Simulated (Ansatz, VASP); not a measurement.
One calculation of Al, two programs

INCAR

```
PREC = Accurate ; ENCUT = 520
EDIFF = 1E-6 ; ISMEAR = 0
SIGMA = 0.15 ; LREAL = F
LASPH = T ; NELM = 80
ALGO = Normal ; ISIF = 2
LWAVE = F ; LCHARG = F
GGA = PE ; IVDW = 12
NBANDS = 14
```

Contents of KPOINTS:

```
regular mesh
0
Gamma
  18 18 6
```

Contents of POSCAR:

```
Al
1.0
    2.7230308411      0.0000000000      0.0000000000
   -1.3615154205      2.3582138836      0.0000000000
    0.0000000000      0.0000000000      9.0851200981
Al
4
Direct
    0.0000000000      0.0000000000      0.0000000000
    0.3333333333      0.6666666667      0.2500000000
    0.0000000000      0.0000000000      0.5000000000
    0.6666666667      0.3333333333      0.7500000000
```

Input for Ansatz:

```yaml
crystal:
  lattice:
    - [2.7230308411, 0.0, 0.0]
    - [-1.3615154205, 2.3582138836, 0.0]
    - [0.0, 0.0, 9.0851200981]
  atoms:
    - { symbol: Al, position: [0.0, 0.0, 0.0] }
    - { symbol: Al, position: [0.3333333333, 0.6666666667, 0.25] }
    - { symbol: Al, position: [0.0, 0.0, 0.5] }
    - { symbol: Al, position: [0.6666666667, 0.3333333333, 0.75] }
basis:
  ecutwfc: 420
kpoints:
  mp_grid: { grid: [18, 18, 6] }
hamiltonian:
  xc: pbe
  dispersion: d3bj
scf:
  occupations: { method: gaussian, width: 0.15 }
output:
  forces: true
  stress: true
  eigenvalues: true
```

Alike in both runs: task single point; functional PBE; dispersion D3(BJ); k mesh 18 × 18 × 6; occupations gaussian, width 0.15 eV; no spin polarisation.

```csv
,VASP,Ansatz
version,VASP 6.6.1,Ansatz 0.2.0
potentials or method,"VASP PAW PBE potentials, release 64 (Al), cutoff 520 eV","scalar-relativistic, plane waves, PAW"
valence electrons in the cell,12,12
```

```tsv
	VASP	Ansatz	Ansatz less VASP
gap on the k mesh at the Fermi level (eV)	none	none	-
pressure (GPa)	8.6	8.6	+0.03
traceless stress, the component that is largest in VASP (GPa)	-1.87	-1.87	+0.002
```

A gap of «none» marks a metal or a gap that the smearing closes.
